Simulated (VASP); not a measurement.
Runs of VASP 6.6.1 on Os. The structure is that of space group I4/mmm (No. 139), or close to it. The cells are those of the table. 

| cell | gap on the mesh (eV) | pressure (GPa) |
| --- | --- | --- |
| a = 2.695, b = 2.695, c = 2.904 Å, angles 57.4, 57.4, 65.2°, 1 atom | none | -11.9 |
| a = 2.680, b = 2.680, c = 2.988 Å, angles 56.1, 56.1, 67.8°, 1 atom | none | (a) |
| a = 2.859, b = 2.859, c = 2.588 Å, angles 63.1, 63.1, 53.8°, 1 atom | none | -8.6 |
| a = 3.001, b = 3.001, c = 2.451 Å, angles 65.9, 65.9, 48.2°, 1 atom | none | 15.2 |

Alike in all rows: task single point; level r2SCAN; potentials or basis VASP PAW PBE potentials, release 64 (Os); no spin polarisation; k mesh 24 × 24 × 24; cutoff (eV) 520; smearing gaussian 0.15 eV.

Q: Fill in the values left out.

A: (a) -7.4.

Caveats: the PAW data sets were made with another functional, which shifts forces and pressure a little; spin-orbit coupling is left out, which moves the levels of the heavy elements; the stress differs along the axes, from -29 to 23 GPa (at least some runs); the stress differs along the axes, from -25 to 29 GPa (at least some runs); the stress differs along the axes, from -53 to 14 GPa (at least some runs); the stress differs along the axes, from -53 to 49 GPa (at least some runs).

A k mesh can miss the band edges, and the runs leave out spin-orbit coupling on Os.

A gap of «none» marks levels without a gap at the run's occupations.
